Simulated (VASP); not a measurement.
# P (C2/m) in VASP: single point with PBEsol

Aim: the single point of P with PBEsol.

All numbers are computed with VASP 6.6.1; they aren't measurements. Logs are shortened: lines on timing, memory, paths and dates and some standing lists are left out, and cuts for length are marked.

## Step 1: The cell of the first run

It takes space group C2/m (No. 12, monoclinic). Conventional cell: a = 5.978 Å, b = 3.451 Å, c = 3.710 Å, α = 90.00°, β = 122.49°, γ = 90.00°. Within 2.7 Å of P (site symmetry m) lie 5 P at 1.91 to 2.69 Å.

## Step 2: Single point, PBEsol (atom 1 (P) moved by (+0.000, -0.450) A along x and y)

INCAR

```
SYSTEM = P
PREC = Accurate ; ENCUT = 520
EDIFF = 1E-6 ; ISMEAR = 0
SIGMA = 0.15 ; LREAL = .False.
LASPH = .True. ; NELM = 60
ALGO = Normal ; ISIF = 2
LWAVE = .False. ; LCHARG = .True.
GGA = PS ; LELF = .True.
LVHAR = .True. ; NBANDS = 12
```

KPOINTS

```
regular mesh
0
Gamma
  18 18 18
  0 0 0
```

POSCAR

```
P
1.0
    1.7257251780      0.9963478961      3.1296800121
   -1.7257251780      0.9963478961      3.1296800121
    0.0000000000     -1.9926957921      3.1296800121
P
2
Direct
    0.1518053382      0.1518053382      0.3776300736
    0.7729197500      0.7729197500      0.7729197500
```

Potentials or basis: VASP PAW PBE potentials, release 64 (P).

Run with:

```sh
cat potpaw_PBE.64/P/POTCAR > POTCAR
mpirun -np 1 vasp_std > vasp.out
```

OUTCAR:

```text
SYSTEM = P
   PREC = Accurate
   ENCUT = 520
   EDIFF = 1E-6
   ISMEAR = 0
   LREAL = .False.
   LASPH = .True.
   NELM = 60
   ISIF = 2
   GGA = PS

 ion  position               nearest neighbor table
   1  0.152  0.152  0.378-   2 1.91   2 2.52   2 2.52   2 2.69   2 2.69
   2  0.773  0.773  0.773-   1 1.91   1 2.52   1 2.52   1 2.69   1 2.69

  LATTYP: Found a trigonal (rhomboedric) cell.
 ALAT       =     3.7102201415
 COS(alpha) =     0.5673129383

  Lattice vectors:

 A1 = (   1.7257251780,   0.9963478961,   3.1296800121)
 A2 = (  -1.7257251780,   0.9963478961,   3.1296800121)
 A3 = (   0.0000000000,  -1.9926957921,   3.1296800121)

Analysis of symmetry for initial positions (statically):
=====================================================================
 Subroutine PRICEL returns:
 Original cell was already a primitive cell.

 Routine SETGRP: Setting up the symmetry group for a
 trigonal (rhombohedral) supercell.

 Subroutine GETGRP returns: Found  4 space group operations
 (whereof  2 operations were pure point group operations)
 out of a pool of 12 trial point group operations.

The static configuration has the point symmetry C_1h.
 The point group associated with its full space group is C_2h.

Analysis of symmetry for dynamics (positions and initial velocities):
=====================================================================
 Subroutine PRICEL returns:
 Original cell was already a primitive cell.

 Routine SETGRP: Setting up the symmetry group for a
 trigonal (rhombohedral) supercell.

 Subroutine GETGRP returns: Found  4 space group operations
 (whereof  2 operations were pure point group operations)
 out of a pool of 12 trial point group operations.

The dynamic configuration has the point symmetry C_1h.
 The point group associated with its full space group is C_2h.

 Subroutine INISYM returns: Found  4 space group operations
 (whereof  2 operations are pure point group operations),
 and found     1 'primitive' translations

----------------------------------------------------------------------------------------

                                     Primitive cell

  volume of cell :      32.2875

  direct lattice vectors                    reciprocal lattice vectors
     1.725725178  0.996347896  3.129680012     0.289733271  0.167277582  0.106507161
    -1.725725178  0.996347896  3.129680012    -0.289733271  0.167277582  0.106507161
     0.000000000 -1.992695792  3.129680012     0.000000000 -0.334555164  0.106507161

  length of vectors
     3.710220141  3.710220141  3.710220141     0.351099605  0.351099605  0.351099605

  position of ions in fractional coordinates (direct lattice)
     0.151805338  0.151805338  0.377630074
     0.772919750  0.772919750  0.772919750

  ion indices of the primitive-cell ions
   primitive index   ion index
                 1           1
                 2           2

----------------------------------------------------------------------------------------

 KPOINTS: regular mesh

Automatic generation of k-mesh.
 Grid dimensions read from file:
 generate k-points for:   18   18   18

 Generating k-lattice:

  Cartesian coordinates                     Fractional coordinates (reciprocal lattice)
     0.016096293  0.009293199  0.005917065     0.055555556  0.000000000  0.000000000
    -0.016096293  0.009293199  0.005917065     0.000000000  0.055555556  0.000000000
     0.000000000 -0.018586398  0.005917065    -0.000000000 -0.000000000  0.055555556

  Length of vectors
     0.019505534  0.019505534  0.019505534

  Shift w.r.t. Gamma in fractional coordinates (k-lattice)
     0.000000000  0.000000000  0.000000000

 Subroutine IBZKPT returns following result:
 ===========================================

 Found   1550 irreducible k-points:

 Following reciprocal coordinates:
            Coordinates               Weight
  0.000000  0.000000  0.000000      1.000000
  0.055556 -0.000000  0.000000      4.000000
  0.000000  0.000000  0.055556      2.000000
  0.111111 -0.000000  0.000000      4.000000
  0.000000  0.000000  0.111111      2.000000
  0.166667 -0.000000 -0.000000      4.000000
[... 16 lines left out ...]
 -0.111111 -0.000000 -0.055556      4.000000
  0.055556 -0.000000  0.111111      4.000000
 [... further k-points ...]
   k-points           NKPTS =   1550   k-points in BZ     NKDIM =   1550   number of bands    NBANDS=     12
   number of dos      NEDOS =    301   number of ions     NIONS =      2
   total plane-waves  NPLWV =  21952
   dimension x,y,z NGX =    28 NGY =   28 NGZ =   28
   dimension x,y,z NGXF=    56 NGYF=   56 NGZF=   56
   ions per type =               2
   NGX,Y,Z   is equivalent  to a cutoff of  12.55, 12.55, 12.55 a.u.
   NGXF,Y,Z  is equivalent  to a cutoff of  25.09, 25.09, 25.09 a.u.
 SYSTEM =  P
   PREC   = accura    normal or accurate (medium, high low for compatibility)
   ISTART =      0    job   : 0-new  1-cont  2-samecut
   ICHARG =      2    charge: 1-file 2-atom 10-const
   ISPIN  =      1    spin polarized calculation?
   LNONCOLLINEAR =      F non collinear calculations
   LSORBIT =      F    spin-orbit coupling
   LASPH  =      T    aspherical Exc in radial PAW
   ENCUT  =  520.0 eV  38.22 Ry    6.18 a.u.   6.90  6.90  6.90*2*pi/ulx,y,z
   NELM   =     60;   NELMIN=  2; NELMDL= -5     # of ELM steps
   EDIFF  = 0.1E-05   stopping-criterion for ELM
   LREAL  =      F    real-space projection
   EDIFFG = 0.1E-04   stopping-criterion for IOM
   NSW    =      0    number of steps for IOM
   IBRION =     -1    ionic relax: 0-MD 1-quasi-New 2-CG
   NFREE  =      0    steps in history (QN), initial steepest desc. (CG)
   ISIF   =      2    stress and relaxation
   ISYM   =      2    0-nonsym 1-usesym 2-fastsym
   POTIM  = 0.5000    time-step for ionic-motion
   TEBEG  =    0.0;   TEEND  =   0.0 temperature during run
   PSTRESS=    0.0 pullay stress
   NELECT =      10.0000    total number of electrons
   NUPDOWN=      -1.0000    fix difference up-down
   EMIN   =  10.00;   EMAX   =-10.00  energy-range for DOS
   EFERMI =   0.00;   METHOD = LEGACY
   ISMEAR =     0;   SIGMA  =   0.15  broadening in eV -4-tet -1-fermi 0-gaus
   EFERMI_NEDOS =   21; number of points for ismear=-14 and -15
   IALGO  =     38    algorithm
   IMIX   =      4    mixing-type and parameters
     AMIX     =   0.40;   BMIX     =  1.00
     AMIX_MAG =   1.60;   BMIX_MAG =  1.00
  volume/ion in A,a.u.               =      16.14       108.94
  Fermi-wavevector in a.u.,A,eV,Ry     =   1.107636  2.093128 16.692396  1.226857
  Thomas-Fermi vector in A             =   2.244152
   LORBIT       =      0    0 simple, 1 ext, 2 COOP (PROOUT), +10 PAW based schemes
   GGA     = PS    functional components
   LHFCALC =     F    Hartree Fock is set to
   AEXX    =    0.0000 exact exchange contribution
   IVDW    =     0    specifies the selected vdW correction
   LEPSILON=     F    determine dielectric tensor
   LRPA    =     F    only Hartree local field effects (RPA)
 non-spin polarized calculation
 Gauss-broadening in eV      SIGMA  =   0.15
  energy-cutoff  :      520.00
  volume of cell :       32.29
 maximum number of plane-waves:       886
   NGX = 13   NGY = 13   NGZ = 13

 number of electron      10.0000000 magnetization

 Free energy of the ion-electron system (eV)
  ---------------------------------------------------
  ext. energy  EPLUGINS =         0.00000000
  ---------------------------------------------------
  free energy    TOTEN  =       -10.73335104 eV

  energy without entropy =      -10.72748970  energy(sigma->0) =      -10.73042037

 E-fermi :   8.2063     XC(G=0): -10.8300

 val. band max:        8.2053159997   @ k =   0.2778  -0.1111   0.3333
 cond. band min:       8.2079902885   @ k =   0.3333   0.3333   0.2778
 fundamental gap:      0.0026742888
 Fermi energy:         8.2063172937

 k-point     1 :       0.0000    0.0000    0.0000
  band No.  band energies     occupation
      1      -7.9631      2.00000
      2       4.0720      2.00000
      3       5.3246      2.00000
      4       6.3852      2.00000
      5       7.4029      2.00000
      6       8.8742      0.00000
      7       9.0710      0.00000
      8      13.9074      0.00000
      9      14.2690      0.00000
     10      15.5159      0.00000
     11      16.4152      0.00000
     12      16.5025      0.00000

 k-point     2 :       0.0556   -0.0000    0.0000
  band No.  band energies     occupation
      1      -7.9168      2.00000
      2       3.8484      2.00000
      3       5.3170      2.00000
      4       6.3088      2.00000
      5       7.3077      2.00000
      6       8.9471      0.00000
      7       9.2574      0.00000
      8      13.9265      0.00000
      9      14.1123      0.00000
     10      15.0364      0.00000
     11      15.9867      0.00000
     12      17.0321      0.00000

 k-point     3 :       0.0000    0.0000    0.0556
  band No.  band energies     occupation
      1      -7.9156      2.00000
      2       3.9288      2.00000
      3       5.0034      2.00000
      4       6.5564      2.00000
      5       7.2662      2.00000
      6       9.1181      0.00000
      7       9.2023      0.00000
      8      13.8314      0.00000
      9      14.1022      0.00000
     10      15.1107      0.00000
     11      15.6468      0.00000
     12      17.1023      0.00000
[... 286 lines left out ...]
 k-point    23 :      -0.1111   -0.0000   -0.0556
  band No.  band energies     occupation
      1      -7.8037      2.00000
      2       3.4747      2.00000
      3       4.8280      2.00000
      4       6.2535      2.00000
      5       7.7547      1.99998
      6       8.8643      0.00000
      7       9.2496      0.00000
      8      13.6951      0.00000
      9      14.3968      0.00000
     10      14.9255      0.00000
     11      15.3515      0.00000
     12      17.3642      0.00000

 k-point    24 :       0.0556   -0.0000    0.1111
  band No.  band energies     occupation
      1      -7.7998      2.00000
      2       3.6997      2.00000
      3       4.2315      2.00000
      4       6.7701      2.00000
      5       7.4860      2.00000
      6       8.9866      0.00000
      7       9.4604      0.00000
      8      14.0472      0.00000
      9      14.1194      0.00000
     10      14.2455      0.00000
     11      15.5248      0.00000
     12      17.3485      0.00000

 [... further k-points ...]
[... 5 lines left out ...]
  --------------------------------------------------------------------------------------
  -------------------------------------------------------------------------------------
  Total        0.0876902      5.3280987      1.9300031      0.0000000      4.1542095      0.0000000
  in kB        4.3513885    264.3924266     95.7711610      0.0000000    206.1413626      0.0000000
  external PRESSURE =     121.5049920 kB  Pullay stress =       0.0000000 kB

 VOLUME and BASIS-vectors are now :
 -----------------------------------------------------------------------------
  energy-cutoff  :      520.00
  volume of cell :       32.29
      direct lattice vectors                 reciprocal lattice vectors
     1.725725178  0.996347896  3.129680012     0.289733271  0.167277582  0.106507161
    -1.725725178  0.996347896  3.129680012    -0.289733271  0.167277582  0.106507161
     0.000000000 -1.992695792  3.129680012     0.000000000 -0.334555164  0.106507161

 POSITION                                       TOTAL-FORCE (eV/Angst)
 -----------------------------------------------------------------------------------
      0.00000     -0.45000      2.13207         0.000000      4.442971      2.759447
      0.00000      0.00000      7.25697         0.000000     -4.442971     -2.759447
 -----------------------------------------------------------------------------------
    total drift:                                0.000000     -0.000001      0.000001

  FREE ENERGIE OF THE ION-ELECTRON SYSTEM (eV)
  ---------------------------------------------------
  free  energy   TOTEN  =       -10.7333510373 eV

  energy  without entropy=      -10.7274897002  energy(sigma->0) =      -10.73042037
```

Wall time 18 min (1 thread of Oxide Virtual Turin-like, shared host); peak memory 0.49 GiB.

Results:

* Free energy: -10.7334 eV
* Pressure: 12.2 GPa
* Largest force: 5.230 eV/Å
* Band gap on the k mesh: zero (bands 5 and 6 overlap by 1.62 eV)

Forces in eV/Å, atoms in the order of the input:
```
P    0.000  4.443  2.759
P    0.000 -4.443 -2.759
```

Caveat: the cell differs from its parent crystal (atom 1 (P) moved by (+0.000, -0.450) A along x and y); the cell stands under pressure; the PAW data sets were made with another functional, which shifts forces and pressure a little.
